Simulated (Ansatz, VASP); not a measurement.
## LiF in VASP and in Ansatz

```
CELL_PARAMETERS angstrom
3.19558 0.00000 0.00000
-1.59779 2.76745 0.00000
0.00000 0.00000 4.69047
ATOMIC_POSITIONS crystal
Li 0.33333 0.66667 0.41167
Li 0.66667 0.33333 0.91167
F 0.33333 0.66667 0.99393
F 0.66667 0.33333 0.49393
```

Alike in both runs: task single point; functional PBE; k mesh 9 × 9 × 6; occupations gaussian, width 0.05 eV; no spin polarisation.

|  | VASP | Ansatz |
| --- | --- | --- |
| version | VASP 6.6.1 | Ansatz 0.2.0 |
| potentials or method | VASP PAW PBE potentials, release 64 (Li_sv, F), cutoff 520 eV | scalar-relativistic, plane waves, PAW |
| valence electrons in the cell | 20 | 20 |

Ansatz gave:

| Quantity | Value |
| --- | --- |
| gap on the k mesh at the Fermi level (eV) | 7.40 |
| least direct gap on the mesh (eV) | 7.40 |
| rms of the force components (eV/Å) | 0.062 |

Problem. Estimate VASP's values.

Solution. gap on the k mesh at the Fermi level (eV): 7.39; least direct gap on the mesh (eV): 7.39; rms of the force components (eV/Å): 0.063.

Atom by atom the forces differ by 0.001 eV/Å (rms over components). With one functional, cell and mesh, what is left measures potentials, basis and numerics.

Noted on VASP's run: the cutoff is short for stress, so the pressure is rough.
